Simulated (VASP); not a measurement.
Runs of VASP 6.6.1 on Cu. The structure is that of space group P6_3/mmc (No. 194), or close to it. The cells are those of the table. This isn't the form of Cu at room conditions, which is fcc.

| task | level | potentials or basis | cell | cutoff (eV) | gap on the mesh (eV) | pressure (GPa) | relaxed volume (Å³/atom) |
| --- | --- | --- | --- | --- | --- | --- | --- |
| single point | PBEsol | VASP PAW PBE potentials, release 64 (Cu) | a = 2.509, b = 2.509, c = 4.151 Å, angles 90.0, 90.0, 120.0°, 2 atoms | 520 | none | 0.7 | - |
| single point | BLYP+D3(BJ) | VASP PAW PBE potentials, release 64 (Cu) | a = 2.494, b = 2.494, c = 4.134 Å, angles 90.0, 90.0, 120.0°, 2 atoms | 520 | none | 0.8 | - |
| relaxation of cell and atoms | BLYP+D3(BJ) | VASP PAW PBE potentials, release 64 (Cu) | relaxed from a = 2.534, b = 2.534, c = 4.113 Å, angles 90.0, 90.0, 120.0°, 2 atoms | 600 | none | 0.3 | (a) |
| relaxation of cell and atoms | LDA | VASP PAW LDA potentials, release 64 (Cu) | relaxed from a = 2.534, b = 2.534, c = 4.113 Å, angles 90.0, 90.0, 120.0°, 2 atoms | 600 | none | 0.2 | 10.94 |
| relaxation of cell and atoms | PBEsol | VASP PAW PBE potentials, release 64 (Cu) | relaxed from a = 2.534, b = 2.534, c = 4.113 Å, angles 90.0, 90.0, 120.0°, 2 atoms | 600 | none | 0.0 | (b) |
| single point | LDA | VASP PAW LDA potentials, release 64 (Cu) | a = 2.477, b = 2.477, c = 4.099 Å, angles 90.0, 90.0, 120.0°, 2 atoms | 520 | none | 0.9 | - |

Alike in all rows: no spin polarisation; k mesh 15 × 15 × 8; smearing methfessel-paxton 0.15 eV.

Estimate the missing entries.

(a) 11.16; (b) 11.37.

Caveats: the PAW data sets were made with another functional, which shifts forces and pressure a little (at least some runs).

A gap of «none» marks levels without a gap at the run's occupations.
